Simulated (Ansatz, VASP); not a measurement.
**ZnO in VASP and in Ansatz**

```
Zn O
1.0
     3.09742    0.00000    0.00000
    -1.54871    2.68245    0.00000
     0.00000    0.00000    5.27265
Zn O
2 2
Direct
  0.33333 0.66667 0.01922
  0.66667 0.33333 0.51922
  0.33333 0.66667 0.36288
  0.66667 0.33333 0.86288
```

Alike in both runs: task single point; functional PBEsol; k mesh 9 × 9 × 6; occupations gaussian, width 0.02 eV; no spin polarisation.

|  | VASP | Ansatz |
| --- | --- | --- |
| version | VASP 6.6.1 | Ansatz 0.2.0 |
| potentials or method | VASP PAW PBE potentials, release 64 (Zn, O), cutoff 520 eV | scalar-relativistic, plane waves, PAW |
| valence electrons in the cell | 36 | 36 |

Ansatz gave:

| Item | Value |
| --- | --- |
| gap on the k mesh at the Fermi level (eV) | 0.87 |
| least direct gap on the mesh (eV) | 0.87 |
| pressure (GPa) | 12.6 |
| traceless stress, the component that is largest in VASP (GPa) | 9.53 |
| rms of the force components (eV/Å) | 0.837 |

Task: Which values does VASP return?

Result: gap on the k mesh at the Fermi level (eV): 0.86; least direct gap on the mesh (eV): 0.86; pressure (GPa): 13.9; traceless stress, the component that is largest in VASP (GPa): 10.20; rms of the force components (eV/Å): 0.862.

VASP's potentials were made for PBE, not for PBEsol. Atom by atom the forces differ by 0.025 eV/Å (rms over components). With one functional, cell and mesh, what is left measures potentials, basis and numerics.
